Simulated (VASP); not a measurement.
## Bi: single point with PBEsol

Bi:

```
Bi
1.0
     3.23838    0.00000    0.00000
     0.00000    3.22164    0.00000
    -0.08045    0.00000    6.44389
Bi
2
Direct
  0.45575 0.00000 0.25042
  0.54425 0.00000 0.74958
```

```
Program             : VASP 6.6.1
Task                : single point
Functional          : PBEsol
Potentials or basis : VASP PAW PBE potentials, release 64 (Bi_d)
Cutoff              : 500 eV
k mesh              : 10 × 10 × 5
Occupations         : gaussian, width 0.05 eV
Spin                : no spin polarisation
```

```json
{
 "Pressure": "-0.5 GPa",
 "Largest force": "0.024 eV/Å",
 "Band gap on the k mesh": "zero (bands 15 and 16 overlap by 5.84 eV)"
}
```

Forces on the atoms (eV/Å):
```
Bi  -0.023  0.000 -0.007
Bi   0.023  0.000  0.007
```

Stress tensor (GPa, compression positive):
```
-0.49  0.00  0.03
 0.00 -0.34  0.00
 0.03  0.00 -0.59
```

Levels at points of the mesh, in eV from the Fermi level:
```tsv
k point	band 12	band 13	band 14	band 15	band 16	band 17	band 18	band 19
(0.00, 0.00, 0.00)	-11.23	-5.03	3.26	3.30	3.32	4.87	5.28	6.51
(0.50, 0.00, 0.00)	-9.37	-4.99	-3.18	-3.04	2.40	5.26	5.53	7.23
(0.00, 0.50, 0.00)	-9.27	-5.04	-3.12	-3.09	2.72	5.23	5.27	6.94
(0.50, 0.50, 0.00)	-7.37	-3.13	-3.05	-1.39	-1.35	-1.21	2.76	5.00
```

It took 110 s on 1 thread of Intel Xeon 8259CL, on a shared host, peak memory 0.29 GiB.

Caveat: the PAW data sets were made with another functional, which shifts forces and pressure a little; spin-orbit coupling is left out, which moves the levels of the heavy elements.
